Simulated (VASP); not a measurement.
A run of VASP 6.6.1 is set up as follows.

File POSCAR:

```
SnS2
1.0
    3.6641305684      0.0000000000      0.0000000000
   -1.8320652842      3.1732301551      0.0000000000
    0.0000000000      0.0000000000      6.0044746661
Sn S
1 2
Direct
    0.0000000000      0.0000000000      0.0000000000
    0.3333333333      0.6666666667      0.2433916886
    0.6666666667      0.3333333333      0.7566083114
```

INCAR.step1

```
SYSTEM = SnS2
PREC = Accurate
ENCUT = 550
ISMEAR = 0
SIGMA = 0.01
LREAL = .FALSE.
LASPH = .TRUE.
NELM = 120
NBANDS = 20
GGA = PE
ALGO = Normal
EDIFF = 1E-5
LWAVE = .TRUE.
LCHARG = .FALSE.
GGA_COMPAT = .FALSE.
```

Contents of INCAR.step2:

```
SYSTEM = SnS2
PREC = Accurate
ENCUT = 550
EDIFF = 1E-6
ISMEAR = 0
SIGMA = 0.01
LREAL = .FALSE.
LASPH = .TRUE.
NELM = 120
ALGO = Normal
ISIF = 2
LWAVE = .FALSE.
LCHARG = .TRUE.
METAGGA = R2SCAN
LMIXTAU = .TRUE.
IVDW = 13
VDW_S6 = 1.0
VDW_S8 = 0.6018749
VDW_A1 = 0.51559235
VDW_A2 = 5.77342911
LELF = .TRUE.
LVHAR = .TRUE.
NBANDS = 20
ISTART = 1
GGA_COMPAT = .FALSE.
```

The input KPOINTS:

```
Automatic mesh
0
G
  6 6 4
  0 0 0
```

Potentials or basis: VASP PAW PBE potentials, release 64 (Sn_d, S).

The run is started by

```console
$ cat potpaw_PBE.64/Sn_d/POTCAR potpaw_PBE.64/S/POTCAR > POTCAR
$ cp INCAR.step1 INCAR
$ mpirun -np 1 vasp_std > vasp.out
$ cp INCAR.step2 INCAR
$ mpirun -np 1 vasp_std > vasp.out
```

Q: Predict the band gap on the k mesh.

A: 1.86 eV (least direct gap 2.25 eV).

Q: What does it give for the dispersion energy per atom?

A: -0.126 eV.

Forces on the atoms (eV/Å):
```
Sn   0.000  0.000  0.000
S    0.000  0.000 -0.005
S    0.000  0.000  0.005
```

Caveat: the PAW data sets were made with another functional, which shifts forces and pressure a little; spin-orbit coupling is left out, which moves the levels of the heavy elements. A k mesh can miss the band edges.
